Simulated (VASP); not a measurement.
Wanted: the native input for a VASP 6.6.1 run.

```yaml
Task: single point
Functional: PBE
Potentials_or_basis: VASP PAW PBE potentials, release 64 (Cd, S)
Cutoff: 520 eV
k_mesh: 3 × 3 × 6
Occupations: gaussian, width 0.1 eV
Spin: no spin polarisation
Dipole_correction: no
Further_INCAR_settings: ALGO = Normal; EDIFF = 1e-06; NBANDS = 30
```

The structure of CdS5 lies in POSCAR:

```
CdS5
1.0
    8.0094692696      0.0000000000      0.0000000000
   -4.0047346348      6.9364038583      0.0000000000
    0.0000000000      0.0000000000      2.6771854959
Cd S
1 5
Direct
    0.0000000000      0.0000000000      0.0000000000
    0.5000000000      0.0000000000      0.5000000000
    0.0000000000      0.5000000000      0.5000000000
    0.5000000000      0.5000000000      0.5000000000
    0.3333333333      0.6666666667      0.5000000000
    0.6666666667      0.3333333333      0.5000000000
```

The cell was built from a structure type or drawn by symmetry, and may not be a known phase.

One way to write it, as run:

INCAR

```
SYSTEM = CdS5
ALGO = Normal ; EDIFF = 1E-6
ENCUT = 520 ; GGA = PE
ISIF = 2 ; ISMEAR = 0
LASPH = .TRUE. ; LCHARG = .FALSE.
LREAL = .FALSE. ; LWAVE = .FALSE.
NBANDS = 30 ; NELM = 60
PREC = Accurate ; SIGMA = 0.1
```

KPOINTS

```
k-points
0
G
  3 3 6
  0 0 0
```

Potentials or basis: VASP PAW PBE potentials, release 64 (Cd, S).

Run with:

```bash
$ cat potpaw_PBE.64/Cd/POTCAR potpaw_PBE.64/S/POTCAR > POTCAR
$ mpirun -np 1 vasp_std > vasp.out
```

Results of the run:

* Pressure: -0.1 GPa
* Band gap on the k mesh: zero (bands 21 and 22 overlap by 3.06 eV)

Caveat: the k points lie up to 0.39 Å⁻¹ apart, too coarse for converged energies and pressures of a metal.

It took 31 s on 1 thread of Intel(R) Xeon(R) 6975P-C (Granite Rapids), on a shared host, peak memory 0.26 GiB.
